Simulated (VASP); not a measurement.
# InAs (F-43m) in VASP: notebook

Runs on InAs. Level: PBEsol. Tasks: single point, relaxation of cell and atoms.

Program: VASP 6.6.1. These are calculated values, not measurements. Logs are shortened: lines on timing, memory, paths and dates and some standing lists are left out, and cuts for length are marked.

## Step 1: The cell of the first run

Symmetry: F-43m, No. 216, cubic system. The conventional cell has a = 6.088 Å, b = 6.088 Å, c = 6.088 Å, α = 90.00°, β = 90.00°, γ = 90.00°. In (site symmetry -43m) has 4 As at 2.64 Å within 3.5 Å. As (site symmetry -43m) has 4 In at 2.64 Å within 3.5 Å.

## Step 2: Single point, PBEsol

INCAR

```
PREC = Accurate
ENCUT = 520
EDIFF = 1E-7
ISMEAR = -1
SIGMA = 0.15
LREAL = False
LASPH = True
NELM = 80
ALGO = Normal
ISIF = 2
LWAVE = False
LCHARG = False
GGA = PS
NBANDS = 16
```

KPOINTS

```
Automatic mesh
0
Gamma
  12 12 12
```

POSCAR

```
InAs
1.0
    0.0000000000      3.0438578845      3.0438578845
    3.0438578845      0.0000000000      3.0438578845
    3.0438578845      3.0438578845      0.0000000000
In As
1 1
Direct
    0.2500000000      0.2500000000      0.2500000000
    0.0000000000      0.0000000000      0.0000000000
```

Potentials or basis: VASP PAW PBE potentials, release 64 (In_d, As).

Run with:

```
> cat potpaw_PBE.64/In_d/POTCAR potpaw_PBE.64/As/POTCAR > POTCAR
> mpirun -np 1 vasp_std > vasp.out
```

OUTCAR:

```text
PREC = Accurate
   ENCUT = 520
   EDIFF = 1E-7
   ISMEAR = -1
   LREAL = False
   LASPH = True
   NELM = 80
   ISIF = 2
   GGA = PS

 ion  position               nearest neighbor table
   1  0.250  0.250  0.250-   2 2.64   2 2.64   2 2.64   2 2.64
   2  0.000  0.000  0.000-   1 2.64   1 2.64   1 2.64   1 2.64

  LATTYP: Found a face centered cubic cell.
 ALAT       =     6.0877157690

  Lattice vectors:

 A1 = (   0.0000000000,   3.0438578845,   3.0438578845)
 A2 = (   3.0438578845,   0.0000000000,   3.0438578845)
 A3 = (   3.0438578845,   3.0438578845,   0.0000000000)

Analysis of symmetry for initial positions (statically):
=====================================================================
 Subroutine PRICEL returns:
 Original cell was already a primitive cell.

 Routine SETGRP: Setting up the symmetry group for a
 face centered cubic supercell.

 Subroutine GETGRP returns: Found 24 space group operations
 (whereof 24 operations were pure point group operations)
 out of a pool of 48 trial point group operations.

The static configuration has the point symmetry T_d .

Analysis of symmetry for dynamics (positions and initial velocities):
=====================================================================
 Subroutine PRICEL returns:
 Original cell was already a primitive cell.

 Routine SETGRP: Setting up the symmetry group for a
 face centered cubic supercell.

 Subroutine GETGRP returns: Found 24 space group operations
 (whereof 24 operations were pure point group operations)
 out of a pool of 48 trial point group operations.

The dynamic configuration has the point symmetry T_d .

 Subroutine INISYM returns: Found 24 space group operations
 (whereof 24 operations are pure point group operations),
 and found     1 'primitive' translations

----------------------------------------------------------------------------------------

                                     Primitive cell

  volume of cell :      56.4031

  direct lattice vectors                    reciprocal lattice vectors
     0.000000000  3.043857884  3.043857884    -0.164265225  0.164265225  0.164265225
     3.043857884  0.000000000  3.043857884     0.164265225 -0.164265225  0.164265225
     3.043857884  3.043857884  0.000000000     0.164265225  0.164265225 -0.164265225

  length of vectors
     4.304665102  4.304665102  4.304665102     0.284515715  0.284515715  0.284515715

  position of ions in fractional coordinates (direct lattice)
     0.250000000  0.250000000  0.250000000
     0.000000000  0.000000000  0.000000000

  ion indices of the primitive-cell ions
   primitive index   ion index
                 1           1
                 2           2

----------------------------------------------------------------------------------------

 KPOINTS: Automatic mesh

Automatic generation of k-mesh.
 Grid dimensions read from file:
 generate k-points for:   12   12   12

 Generating k-lattice:

  Cartesian coordinates                     Fractional coordinates (reciprocal lattice)
    -0.013688769  0.013688769  0.013688769     0.083333333  0.000000000  0.000000000
     0.013688769 -0.013688769  0.013688769     0.000000000  0.083333333  0.000000000
     0.013688769  0.013688769 -0.013688769     0.000000000  0.000000000  0.083333333

  Length of vectors
     0.023709643  0.023709643  0.023709643

  Shift w.r.t. Gamma in fractional coordinates (k-lattice)
     0.000000000  0.000000000  0.000000000

 Subroutine IBZKPT returns following result:
 ===========================================

 Found     72 irreducible k-points:

 Following reciprocal coordinates:
            Coordinates               Weight
  0.000000  0.000000  0.000000      1.000000
  0.083333  0.000000  0.000000      8.000000
  0.166667  0.000000  0.000000      8.000000
  0.250000  0.000000  0.000000      8.000000
  0.333333  0.000000  0.000000      8.000000
  0.416667  0.000000  0.000000      8.000000
[... 16 lines left out ...]
  0.500000  0.166667  0.000000     24.000000
 -0.416667  0.166667  0.000000     24.000000
 [... further k-points ...]
   k-points           NKPTS =     72   k-points in BZ     NKDIM =     72   number of bands    NBANDS=     16
   number of dos      NEDOS =    301   number of ions     NIONS =      2
   total plane-waves  NPLWV =  32768
   dimension x,y,z NGX =    32 NGY =   32 NGZ =   32
   dimension x,y,z NGXF=    64 NGYF=   64 NGZF=   64
   ions per type =               1   1
   NGX,Y,Z   is equivalent  to a cutoff of  12.36, 12.36, 12.36 a.u.
   NGXF,Y,Z  is equivalent  to a cutoff of  24.72, 24.72, 24.72 a.u.
 SYSTEM =  unknown system
   PREC   = accura    normal or accurate (medium, high low for compatibility)
   ISTART =      0    job   : 0-new  1-cont  2-samecut
   ICHARG =      2    charge: 1-file 2-atom 10-const
   ISPIN  =      1    spin polarized calculation?
   LNONCOLLINEAR =      F non collinear calculations
   LSORBIT =      F    spin-orbit coupling
   LASPH  =      T    aspherical Exc in radial PAW
   ENCUT  =  520.0 eV  38.22 Ry    6.18 a.u.   8.00  8.00  8.00*2*pi/ulx,y,z
   NELM   =     80;   NELMIN=  2; NELMDL= -5     # of ELM steps
   EDIFF  = 0.1E-06   stopping-criterion for ELM
   LREAL  =      F    real-space projection
   EDIFFG = 0.1E-05   stopping-criterion for IOM
   NSW    =      0    number of steps for IOM
   IBRION =     -1    ionic relax: 0-MD 1-quasi-New 2-CG
   NFREE  =      0    steps in history (QN), initial steepest desc. (CG)
   ISIF   =      2    stress and relaxation
   ISYM   =      2    0-nonsym 1-usesym 2-fastsym
   POTIM  = 0.5000    time-step for ionic-motion
   TEBEG  =    0.0;   TEEND  =   0.0 temperature during run
   PSTRESS=    0.0 pullay stress
   NELECT =      18.0000    total number of electrons
   NUPDOWN=      -1.0000    fix difference up-down
   EMIN   =  10.00;   EMAX   =-10.00  energy-range for DOS
   EFERMI =   0.00;   METHOD = LEGACY
   ISMEAR =    -1;   SIGMA  =   0.15  broadening in eV -4-tet -1-fermi 0-gaus
   EFERMI_NEDOS =   21; number of points for ismear=-14 and -15
   IALGO  =     38    algorithm
   IMIX   =      4    mixing-type and parameters
     AMIX     =   0.40;   BMIX     =  1.00
     AMIX_MAG =   1.60;   BMIX_MAG =  1.00
  volume/ion in A,a.u.               =      28.20       190.31
  Fermi-wavevector in a.u.,A,eV,Ry     =   1.118745  2.114122 17.028936  1.251591
  Thomas-Fermi vector in A             =   2.255379
   LORBIT       =      0    0 simple, 1 ext, 2 COOP (PROOUT), +10 PAW based schemes
   GGA     = PS    functional components
   LHFCALC =     F    Hartree Fock is set to
   AEXX    =    0.0000 exact exchange contribution
   IVDW    =     0    specifies the selected vdW correction
   LEPSILON=     F    determine dielectric tensor
   LRPA    =     F    only Hartree local field effects (RPA)
 non-spin polarized calculation
  energy-cutoff  :      520.00
  volume of cell :       56.40
 maximum number of plane-waves:      1540
   NGX = 17   NGY = 17   NGZ = 17

 number of electron      17.9999992 magnetization

 Free energy of the ion-electron system (eV)
  ---------------------------------------------------
  ext. energy  EPLUGINS =         0.00000000
  ---------------------------------------------------
  free energy    TOTEN  =        -8.49178841 eV

  energy without entropy =       -8.48817100  energy(sigma->0) =       -8.48997971

 E-fermi :   4.5396     XC(G=0):  -9.1970

 val. band max:        4.1706805607   @ k =   0.0000   0.0000   0.0000
 cond. band min:       4.8848467651   @ k =   0.0833   0.0000   0.0000
 fundamental gap:      0.7141662044
 Fermi energy:         4.5396428205

 k-point     1 :       0.0000    0.0000    0.0000
  band No.  band energies     occupation
      1     -10.1197      2.00000
      2     -10.1197      2.00000
      3     -10.1197      2.00000
      4      -9.9999      2.00000
      5      -9.9999      2.00000
      6      -7.5907      2.00000
[... 8 lines left out ...]
     15      13.7845      0.00000
     16      13.7845      0.00000

 k-point     2 :       0.0833    0.0000    0.0000
  band No.  band energies     occupation
      1     -10.1286      2.00000
      2     -10.1171      2.00000
      3     -10.1171      2.00000
      4     -10.0000      2.00000
      5     -10.0000      2.00000
      6      -7.5201      2.00000
[... 8 lines left out ...]
     15      13.1891      0.00000
     16      13.1891      0.00000

 k-point     3 :       0.1667    0.0000    0.0000
  band No.  band energies     occupation
      1     -10.1519      2.00000
      2     -10.1105      2.00000
      3     -10.1105      2.00000
      4      -9.9999      2.00000
      5      -9.9999      2.00000
      6      -7.3161      2.00000
[... 8 lines left out ...]
     15      12.6831      0.00000
     16      12.6831      0.00000

 k-point     4 :       0.2500    0.0000    0.0000
  band No.  band energies     occupation
      1     -10.1821      2.00000
      2     -10.1023      2.00000
      3     -10.1023      2.00000
      4      -9.9988      2.00000
      5      -9.9988      2.00000
      6      -7.0039      2.00000
[... 8 lines left out ...]
     15      12.6433      0.00000
     16      12.6433      0.00000

 k-point     5 :       0.3333    0.0000    0.0000
  band No.  band energies     occupation
      1     -10.2107      2.00000
      2     -10.0953      2.00000
      3     -10.0953      2.00000
      4      -9.9963      2.00000
      5      -9.9963      2.00000
      6      -6.6347      2.00000
[... 8 lines left out ...]
     15      13.1479      0.00000
     16      13.1479      0.00000

 k-point     6 :       0.4167    0.0000    0.0000
  band No.  band energies     occupation
      1     -10.2307      2.00000
      2     -10.0911      2.00000
      3     -10.0911      2.00000
      4      -9.9935      2.00000
      5      -9.9935      2.00000
      6      -6.3062      2.00000
[... 8 lines left out ...]
     15      14.0563      0.00000
     16      14.0563      0.00000

 k-point     7 :       0.5000    0.0000    0.0000
  band No.  band energies     occupation
      1     -10.2378      2.00000
      2     -10.0898      2.00000
      3     -10.0898      2.00000
      4      -9.9923      2.00000
      5      -9.9923      2.00000
      6      -6.1670      2.00000
[... 8 lines left out ...]
     15      14.7933      0.00000
     16      14.7933      0.00000

 k-point     8 :       0.0833    0.0833    0.0000
  band No.  band energies     occupation
      1     -10.1343      2.00000
      2     -10.1148      2.00000
      3     -10.1148      2.00000
      4     -10.0018      2.00000
      5      -9.9985      2.00000
      6      -7.4966      2.00000
[... 8 lines left out ...]
     15      12.4922      0.00000
     16      13.8595      0.00000

 k-point     9 :       0.1667    0.0833    0.0000
  band No.  band energies     occupation
      1     -10.1535      2.00000
      2     -10.1093      2.00000
      3     -10.1081      2.00000
      4     -10.0036      2.00000
      5      -9.9971      2.00000
      6      -7.3372      2.00000
[... 8 lines left out ...]
     15      12.7908      0.00000
     16      13.4847      0.00000
[... 172 lines left out ...]
 k-point    19 :       0.1667    0.1667    0.0000
  band No.  band energies     occupation
      1     -10.1712      2.00000
      2     -10.1011      2.00000
      3     -10.1011      2.00000
      4     -10.0076      2.00000
      5      -9.9945      2.00000
      6      -7.2256      2.00000
[... 8 lines left out ...]
     15      13.3678      0.00000
     16      14.0821      0.00000

 k-point    20 :       0.2500    0.1667    0.0000
  band No.  band energies     occupation
      1     -10.1946      2.00000
      2     -10.0933      2.00000
      3     -10.0920      2.00000
      4     -10.0107      2.00000
      5      -9.9922      2.00000
      6      -6.9935      2.00000
[... 8 lines left out ...]
     15      14.0138      0.00000
     16      14.0565      0.00000

 k-point    21 :       0.3333    0.1667    0.0000
  band No.  band energies     occupation
      1     -10.2178      2.00000
      2     -10.0877      2.00000
      3     -10.0839      2.00000
      4     -10.0113      2.00000
      5      -9.9900      2.00000
      6      -6.6724      2.00000
[... 8 lines left out ...]
     15      14.0550      0.00000
     16      14.2118      0.00000

 k-point    22 :       0.4167    0.1667    0.0000
  band No.  band energies     occupation
      1     -10.2364      2.00000
      2     -10.0845      2.00000
      3     -10.0787      2.00000
      4     -10.0087      2.00000
      5      -9.9889      2.00000
      6      -6.3249      2.00000
[... 8 lines left out ...]
     15      14.1100      0.00000
     16      14.8389      0.00000

 k-point    23 :       0.5000    0.1667    0.0000
  band No.  band energies     occupation
      1     -10.2466      2.00000
      2     -10.0834      2.00000
      3     -10.0769      2.00000
      4     -10.0040      2.00000
      5      -9.9902      2.00000
      6      -6.0632      2.00000
[... 8 lines left out ...]
     15      14.3950      0.00000
     16      14.9070      0.00000

 k-point    24 :      -0.4167    0.1667    0.0000
  band No.  band energies     occupation
      1     -10.2464      2.00000
      2     -10.0839      2.00000
      3     -10.0783      2.00000
      4      -9.9993      2.00000
      5      -9.9941      2.00000
      6      -6.0223      2.00000
[... 8 lines left out ...]
     15      13.7493      0.00000
     16      14.1260      0.00000

 [... further k-points ...]
[... 5 lines left out ...]
  --------------------------------------------------------------------------------------
  -------------------------------------------------------------------------------------
  Total        0.0279817      0.0279817      0.0279817     -0.0000000      0.0000000     -0.0000000
  in kB        0.7948429      0.7948429      0.7948429     -0.0000000      0.0000000     -0.0000000
  external PRESSURE =       0.7948429 kB  Pullay stress =       0.0000000 kB

 VOLUME and BASIS-vectors are now :
 -----------------------------------------------------------------------------
  energy-cutoff  :      520.00
  volume of cell :       56.40
      direct lattice vectors                 reciprocal lattice vectors
     0.000000000  3.043857884  3.043857884    -0.164265225  0.164265225  0.164265225
     3.043857884  0.000000000  3.043857884     0.164265225 -0.164265225  0.164265225
     3.043857884  3.043857884  0.000000000     0.164265225  0.164265225 -0.164265225

 POSITION                                       TOTAL-FORCE (eV/Angst)
 -----------------------------------------------------------------------------------
      1.52193      1.52193      1.52193        -0.000000     -0.000000     -0.000000
      0.00000      0.00000      0.00000         0.000000      0.000000      0.000000
 -----------------------------------------------------------------------------------
    total drift:                                0.000000      0.000000      0.000000

  FREE ENERGIE OF THE ION-ELECTRON SYSTEM (eV)
  ---------------------------------------------------
  free  energy   TOTEN  =        -8.4917884106 eV

  energy  without entropy=       -8.4881710005  energy(sigma->0) =       -8.48997971
```

Wall time 67 s (1 thread of Intel Xeon 8259CL, shared host); peak memory 0.22 GiB.

Results:

* Free energy: -8.4918 eV
* Pressure: 0.1 GPa
* Band gap on the k mesh: zero (filled and empty bands touch)

Caveat: semilocal functionals underestimate gaps, so a narrow gap can read as zero; the PAW data sets were made with another functional, which shifts forces and pressure a little; spin-orbit coupling is left out, which moves the levels of the heavy elements.

## Step 3: Relaxation of cell and atoms, PBEsol

This run uses another cell than the first one, of 28.47 Å³/atom.

INCAR

```
ALGO     = Normal         # electronic algorithm
EDIFF    = 1E-6           # SCF threshold, eV
EDIFFG   = -0.002         # ionic threshold
ENCUT    = 600            # plane-wave cutoff, eV
GGA      = PS             # functional
IBRION   = 2              # ionic algorithm
ISIF     = 3              # what is computed and relaxed
ISMEAR   = 0              # smearing method
LASPH    = T              # aspherical terms in the spheres
LCHARG   = F              # write CHGCAR
LREAL    = F              # projectors in reciprocal space
LWAVE    = F              # write WAVECAR
NELM     = 60             # most SCF steps
NSW      = 100            # ionic steps
PREC     = Accurate       # precision mode
SIGMA    = 0.1            # smearing width, eV
```

KPOINTS

```
k-points
0
Gamma
  10 10 10
```

POSCAR

```
InAs
1.0
    0.0000000000      3.0535616600      3.0535616600
    3.0535616600      0.0000000000      3.0535616600
    3.0535616600      3.0535616600      0.0000000000
In As
1 1
Direct
    0.2500000000      0.2500000000      0.2500000000
    0.0000000000      0.0000000000      0.0000000000
```

Potentials or basis: VASP PAW PBE potentials, release 64 (In_d, As).

Run with:

```
> cat potpaw_PBE.64/In_d/POTCAR potpaw_PBE.64/As/POTCAR > POTCAR
> mpirun -np 1 vasp_std > vasp.out
```

Run time: 3.3 min. Hardware: 1 thread of Intel Xeon 8259CL, shared host; peak memory 0.24 GiB.

The run converged. Its results:

- Free energy: -8.4903 eV
- Relaxed volume: 28.26 Å³/atom
- Relaxed cell: a = 4.307 Å, b = 4.307 Å, c = 4.307 Å, α = 60.00°, β = 60.00°, γ = 60.00°
- Space group after relaxing (to 0.1 Å): F-43m (No. 216)
- Energy gained by relaxing: 0.3 meV/atom
- Ionic steps: 8
- Pressure after relaxing: 0.0 GPa
- Band gap on the k mesh: zero (filled and empty bands touch)

The path:
```
step  energy change (eV)  largest force (eV/Å)  pressure (GPa)  volume (Å³)
   1              0.0000                0.0000           -0.44        56.94
   2             -0.0005                0.0000            0.20        56.31
   3             -0.0006                0.0000            0.01        56.50
   4             -0.0006                0.0000           -0.01        56.51
   5             -0.0006                0.0000           -0.02        56.51
   6             -0.0006                0.0000           -0.02        56.51
   7             -0.0006                0.0000           -0.01        56.51
   8             -0.0006                0.0000           -0.01        56.51
```

Final structure:
```xyz
2
Lattice="0.0000 3.0458 3.0458 3.0458 0.0000 3.0458 3.0458 3.0458 0.0000" Properties=species:S:1:pos:R:3 pbc="T T T"
In    1.5229    1.5229    1.5229
As    0.0000    0.0000    0.0000
```

Levels at points of the mesh, in eV from the Fermi level:
```csv
k point,band 7,band 8,band 9,band 10,band 11,band 12
"(0.00, 0.00, 0.00)",-0.44,-0.04,-0.04,-0.04,3.80,3.80
"(0.50, 0.00, 0.00)",-5.75,-1.01,-1.01,0.78,4.57,4.57
"(0.50, 0.50, 0.00)",-5.83,-2.31,-2.31,1.43,1.93,8.89
```

Caveat: semilocal functionals underestimate gaps, so a narrow gap can read as zero; the PAW data sets were made with another functional, which shifts forces and pressure a little; spin-orbit coupling is left out, which moves the levels of the heavy elements.
